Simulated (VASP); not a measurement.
GaP, 2 atoms in the cell. The cell holds a wire or tube with vacuum around it, 2 atoms: a = 9.000 Å, b = 9.300 Å, c = 4.291 Å, α = 90.00°, β = 90.00°, γ = 90.00°. 

- Program: VASP 6.6.1
- Task: single point
- Functional: PBE
- Potentials or basis: VASP PAW PBE potentials, release 64 (Ga_d, P)
- Cutoff: 520 eV
- k mesh: 1 × 1 × 15
- Occupations: gaussian, width 0.05 eV
- Spin: collinear spin
- Starting moments: [0.5, 0.5] μB
- Dipole correction: no
- Further INCAR settings: ALGO = Normal; EDIFF = 1e-07; NBANDS = 20

Potentials or basis: VASP PAW PBE potentials, release 64 (Ga_d, P).

Command:

```console
$ cat potpaw_PBE.64/Ga_d/POTCAR potpaw_PBE.64/P/POTCAR > POTCAR
$ mpirun -np 1 vasp_std > vasp.out
```

Hardware: 1 thread of Intel(R) Xeon(R) 6975P-C (Granite Rapids), on a shared host.

Question: Estimate the wall time of this run.

Answer: Run time: 93 s on 1 thread of Intel(R) Xeon(R) 6975P-C (Granite Rapids) (shared host), peak memory 0.54 GiB. Counts: scf iterations 24, k points 8.
